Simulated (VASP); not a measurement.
# HfPt3 (Pm-3m) in VASP: single point with LDA

Aim: the single point of HfPt3 with LDA.

Everything below comes from runs of VASP 6.6.1. Logs are shortened: lines on timing, memory, paths and dates and some standing lists are left out, and cuts for length are marked.

## 1. The cell of the first run

Symmetry: Pm-3m, No. 221, cubic system. Conventional cell: a = 4.002 Å, b = 4.002 Å, c = 4.002 Å, α = 90.00°, β = 90.00°, γ = 90.00°. Hf (site symmetry m-3m) has 12 Pt at 2.83 Å within 3.7 Å. Within 3.7 Å of Pt (site symmetry 4/mmm) lie 4 Hf at 2.83 Å and 8 Pt at 2.83 Å.

## 2. Single point, LDA

The input, INCAR:

```
  PREC = Accurate
  ENCUT = 520
  EDIFF = 1E-6
  ISMEAR = -1
  SIGMA = 0.1
  LREAL = F
  LASPH = T
  NELM = 80
  ALGO = Normal
  ISIF = 2
  LWAVE = F
  LCHARG = T
  GGA = CA
  LELF = T
  LVHAR = T
  NBANDS = 28
```

The input, KPOINTS:

```
Automatic mesh
0
Gamma
  6 6 6
```

The input, POSCAR:

```
HfPt3
1.0
    4.0024500600      0.0000000000      0.0000000000
    0.0000000000      4.0024500600      0.0000000000
    0.0000000000      0.0000000000      4.0024500600
Hf Pt
1 3
Direct
    0.0000000000      0.0000000000      0.0000000000
    0.5000000000      0.5000000000      0.0000000000
    0.5000000000      0.0000000000      0.5000000000
    0.0000000000      0.5000000000      0.5000000000
```

Potentials or basis: VASP PAW LDA potentials, release 64 (Hf_pv, Pt).

Started as:

```bash
$ cat potpaw_LDA.64/Hf_pv/POTCAR potpaw_LDA.64/Pt/POTCAR > POTCAR
$ mpirun -np 1 vasp_std > vasp.out
```

OUTCAR:

```text
PREC = Accurate
   ENCUT = 520
   EDIFF = 1E-6
   ISMEAR = -1
   LREAL = F
   LASPH = T
   NELM = 80
   ISIF = 2
   GGA = CA

 ion  position               nearest neighbor table
   1  0.000  0.000  0.000-   2 2.83   3 2.83   4 2.83   3 2.83   4 2.83   2 2.83   4 2.83   4 2.83
                             2 2.83   3 2.83   3 2.83   2 2.83
   2  0.500  0.500  0.000-   1 2.83   3 2.83   4 2.83   3 2.83   4 2.83   1 2.83   3 2.83   3 2.83
                             1 2.83   4 2.83   4 2.83   1 2.83
   3  0.500  0.000  0.500-   1 2.83   2 2.83   4 2.83   1 2.83   2 2.83   2 2.83   4 2.83   2 2.83
                             1 2.83   4 2.83   1 2.83   4 2.83
   4  0.000  0.500  0.500-   1 2.83   2 2.83   3 2.83   1 2.83   2 2.83   1 2.83   3 2.83   1 2.83
                             2 2.83   3 2.83   2 2.83   3 2.83

  LATTYP: Found a simple cubic cell.
 ALAT       =     4.0024500600

  Lattice vectors:

 A1 = (   4.0024500600,   0.0000000000,   0.0000000000)
 A2 = (   0.0000000000,   4.0024500600,   0.0000000000)
 A3 = (   0.0000000000,   0.0000000000,   4.0024500600)

Analysis of symmetry for initial positions (statically):
=====================================================================
 Subroutine PRICEL returns:
 Original cell was already a primitive cell.

 Routine SETGRP: Setting up the symmetry group for a
 simple cubic supercell.

 Subroutine GETGRP returns: Found 48 space group operations
 (whereof 48 operations were pure point group operations)
 out of a pool of 48 trial point group operations.

The static configuration has the point symmetry O_h .

Analysis of symmetry for dynamics (positions and initial velocities):
=====================================================================
 Subroutine PRICEL returns:
 Original cell was already a primitive cell.

 Routine SETGRP: Setting up the symmetry group for a
 simple cubic supercell.

 Subroutine GETGRP returns: Found 48 space group operations
 (whereof 48 operations were pure point group operations)
 out of a pool of 48 trial point group operations.

The dynamic configuration has the point symmetry O_h .

 Subroutine INISYM returns: Found 48 space group operations
 (whereof 48 operations are pure point group operations),
 and found     1 'primitive' translations

----------------------------------------------------------------------------------------

                                     Primitive cell

  volume of cell :      64.1177

  direct lattice vectors                    reciprocal lattice vectors
     4.002450060  0.000000000  0.000000000     0.249846965  0.000000000  0.000000000
     0.000000000  4.002450060  0.000000000     0.000000000  0.249846965  0.000000000
     0.000000000  0.000000000  4.002450060     0.000000000  0.000000000  0.249846965

  length of vectors
     4.002450060  4.002450060  4.002450060     0.249846965  0.249846965  0.249846965

  position of ions in fractional coordinates (direct lattice)
     0.000000000  0.000000000  0.000000000
     0.500000000  0.500000000  0.000000000
     0.500000000  0.000000000  0.500000000
     0.000000000  0.500000000  0.500000000

  ion indices of the primitive-cell ions
   primitive index   ion index
                 1           1
                 2           2
                 3           3
                 4           4

----------------------------------------------------------------------------------------

 KPOINTS: Automatic mesh

Automatic generation of k-mesh.
 Grid dimensions read from file:
 generate k-points for:    6    6    6

 Generating k-lattice:

  Cartesian coordinates                     Fractional coordinates (reciprocal lattice)
     0.041641161  0.000000000  0.000000000     0.166666667  0.000000000  0.000000000
     0.000000000  0.041641161  0.000000000     0.000000000  0.166666667  0.000000000
     0.000000000  0.000000000  0.041641161     0.000000000  0.000000000  0.166666667

  Length of vectors
     0.041641161  0.041641161  0.041641161

  Shift w.r.t. Gamma in fractional coordinates (k-lattice)
     0.000000000  0.000000000  0.000000000

 Subroutine IBZKPT returns following result:
 ===========================================

 Found     20 irreducible k-points:

 Following reciprocal coordinates:
            Coordinates               Weight
  0.000000  0.000000  0.000000      1.000000
  0.166667  0.000000  0.000000      6.000000
  0.333333  0.000000  0.000000      6.000000
  0.500000  0.000000  0.000000      3.000000
  0.166667  0.166667  0.000000     12.000000
  0.333333  0.166667  0.000000     24.000000
[... 12 lines left out ...]
  0.500000  0.500000  0.333333      6.000000
  0.500000  0.500000  0.500000      1.000000
   k-points           NKPTS =     20   k-points in BZ     NKDIM =     20   number of bands    NBANDS=     28
   number of dos      NEDOS =    301   number of ions     NIONS =      4
   total plane-waves  NPLWV =  27000
   dimension x,y,z NGX =    30 NGY =   30 NGZ =   30
   dimension x,y,z NGXF=    60 NGYF=   60 NGZF=   60
   ions per type =               1   3
   NGX,Y,Z   is equivalent  to a cutoff of  12.46, 12.46, 12.46 a.u.
   NGXF,Y,Z  is equivalent  to a cutoff of  24.92, 24.92, 24.92 a.u.
 SYSTEM =  unknown system
   PREC   = accura    normal or accurate (medium, high low for compatibility)
   ISTART =      0    job   : 0-new  1-cont  2-samecut
   ICHARG =      2    charge: 1-file 2-atom 10-const
   ISPIN  =      1    spin polarized calculation?
   LNONCOLLINEAR =      F non collinear calculations
   LSORBIT =      F    spin-orbit coupling
   LASPH  =      T    aspherical Exc in radial PAW
   ENCUT  =  520.0 eV  38.22 Ry    6.18 a.u.   7.44  7.44  7.44*2*pi/ulx,y,z
   NELM   =     80;   NELMIN=  2; NELMDL= -5     # of ELM steps
   EDIFF  = 0.1E-05   stopping-criterion for ELM
   LREAL  =      F    real-space projection
   EDIFFG = 0.1E-04   stopping-criterion for IOM
   NSW    =      0    number of steps for IOM
   IBRION =     -1    ionic relax: 0-MD 1-quasi-New 2-CG
   NFREE  =      0    steps in history (QN), initial steepest desc. (CG)
   ISIF   =      2    stress and relaxation
   ISYM   =      2    0-nonsym 1-usesym 2-fastsym
   POTIM  = 0.5000    time-step for ionic-motion
   TEBEG  =    0.0;   TEEND  =   0.0 temperature during run
   PSTRESS=    0.0 pullay stress
   NELECT =      40.0000    total number of electrons
   NUPDOWN=      -1.0000    fix difference up-down
   EMIN   =  10.00;   EMAX   =-10.00  energy-range for DOS
   EFERMI =   0.00;   METHOD = LEGACY
   ISMEAR =    -1;   SIGMA  =   0.10  broadening in eV -4-tet -1-fermi 0-gaus
   EFERMI_NEDOS =   21; number of points for ismear=-14 and -15
   IALGO  =     38    algorithm
   IMIX   =      4    mixing-type and parameters
     AMIX     =   0.40;   BMIX     =  1.00
     AMIX_MAG =   1.60;   BMIX_MAG =  1.00
  volume/ion in A,a.u.               =      16.03       108.17
  Fermi-wavevector in a.u.,A,eV,Ry     =   1.398843  2.643430 26.623351  1.956761
  Thomas-Fermi vector in A             =   2.521961
   LORBIT       =      0    0 simple, 1 ext, 2 COOP (PROOUT), +10 PAW based schemes
   GGA     = CA    functional components
   LHFCALC =     F    Hartree Fock is set to
   AEXX    =    0.0000 exact exchange contribution
   IVDW    =     0    specifies the selected vdW correction
   LEPSILON=     F    determine dielectric tensor
   LRPA    =     F    only Hartree local field effects (RPA)
 non-spin polarized calculation
  energy-cutoff  :      520.00
  volume of cell :       64.12
 maximum number of plane-waves:      1755
 NGX is ok and might be reduce to    30
   NGX = 15   NGY = 15   NGZ = 15

 number of electron      40.0000005 magnetization

 Free energy of the ion-electron system (eV)
  ---------------------------------------------------
  ext. energy  EPLUGINS =         0.00000000
  ---------------------------------------------------
  free energy    TOTEN  =       -37.66949129 eV

  energy without entropy =      -37.66295243  energy(sigma->0) =      -37.66622186

 E-fermi :  10.2719     XC(G=0): -13.2752

 val. band max:       10.0409376841   @ k =   0.1667   0.0000   0.0000
 cond. band min:      10.6881460723   @ k =   0.5000   0.0000   0.0000
 fundamental gap:      0.6472083882
 Fermi energy:        10.2718869951

 k-point     1 :       0.0000    0.0000    0.0000
  band No.  band energies     occupation
      1     -21.1692      2.00000
      2     -21.1692      2.00000
      3     -21.1692      2.00000
      4       0.0382      2.00000
      5       3.0761      2.00000
      6       3.0761      2.00000
[... 20 lines left out ...]
     27      14.8048      0.00000
     28      19.5020      0.00000

 k-point     2 :       0.1667    0.0000    0.0000
  band No.  band energies     occupation
      1     -21.1852      2.00000
      2     -21.1714      2.00000
      3     -21.1714      2.00000
      4       0.4166      2.00000
      5       3.2380      2.00000
      6       3.3676      2.00000
[... 20 lines left out ...]
     27      15.2230      0.00000
     28      17.4049      0.00000

 k-point     3 :       0.3333    0.0000    0.0000
  band No.  band energies     occupation
      1     -21.2170      2.00000
      2     -21.1757      2.00000
      3     -21.1757      2.00000
      4       1.4646      2.00000
      5       3.4293      2.00000
      6       4.0043      2.00000
[... 20 lines left out ...]
     27      16.8529      0.00000
     28      16.8529      0.00000

 k-point     4 :       0.5000    0.0000    0.0000
  band No.  band energies     occupation
      1     -21.2328      2.00000
      2     -21.1779      2.00000
      3     -21.1779      2.00000
      4       2.6707      2.00000
      5       2.9512      2.00000
      6       4.3678      2.00000
[... 454 lines left out ...]
     27      15.0659      0.00000
     28      17.2550      0.00000

 k-point    19 :       0.5000    0.5000    0.3333
  band No.  band energies     occupation
      1     -21.2039      2.00000
      2     -21.2039      2.00000
      3     -21.1961      2.00000
      4       3.0764      2.00000
      5       3.0764      2.00000
      6       3.0807      2.00000
[... 20 lines left out ...]
     27      14.5666      0.00000
     28      18.1376      0.00000

 k-point    20 :       0.5000    0.5000    0.5000
  band No.  band energies     occupation
      1     -21.1996      2.00000
      2     -21.1996      2.00000
      3     -21.1996      2.00000
      4       2.8472      2.00000
      5       2.8472      2.00000
      6       2.8472      2.00000
[... 20 lines left out ...]
     27      13.9913      0.00000
     28      18.0307      0.00000

------------------------ aborting loop because EDIFF is reached ----------------------------------------

  FORCE on cell =-STRESS in cart. coord.  units (eV):
  Direction    XX          YY          ZZ          XY          YZ          ZX
  --------------------------------------------------------------------------------------
  -------------------------------------------------------------------------------------
  Total       -3.4175174     -3.4175174     -3.4175174     -0.0000000      0.0000000     -0.0000000
  in kB      -85.3971850    -85.3971850    -85.3971850     -0.0000000      0.0000000     -0.0000000
  external PRESSURE =     -85.3971850 kB  Pullay stress =       0.0000000 kB

 VOLUME and BASIS-vectors are now :
 -----------------------------------------------------------------------------
  energy-cutoff  :      520.00
  volume of cell :       64.12
      direct lattice vectors                 reciprocal lattice vectors
     4.002450060  0.000000000  0.000000000     0.249846965  0.000000000  0.000000000
     0.000000000  4.002450060  0.000000000     0.000000000  0.249846965  0.000000000
     0.000000000  0.000000000  4.002450060     0.000000000  0.000000000  0.249846965

 POSITION                                       TOTAL-FORCE (eV/Angst)
 -----------------------------------------------------------------------------------
      0.00000      0.00000      0.00000         0.000000      0.000000      0.000000
      2.00123      2.00123      0.00000         0.000000      0.000000      0.000000
      2.00123      0.00000      2.00123         0.000000      0.000000      0.000000
      0.00000      2.00123      2.00123         0.000000      0.000000      0.000000
 -----------------------------------------------------------------------------------
    total drift:                                0.000000      0.000000     -0.000000

  FREE ENERGIE OF THE ION-ELECTRON SYSTEM (eV)
  ---------------------------------------------------
  free  energy   TOTEN  =       -37.6694912931 eV

  energy  without entropy=      -37.6629524311  energy(sigma->0) =      -37.66622186
```

It took 37 s on 1 thread of Intel Xeon 8259CL, shared host; peak memory 0.17 GiB.

What came out:

```
Free energy            : -37.6695 eV
Pressure               : -8.5 GPa
Band gap on the k mesh : zero (bands 20 and 21 overlap by 2.02 eV)
```

Caveat: the cell stands under tension; spin-orbit coupling is left out, which moves the levels of the heavy elements.
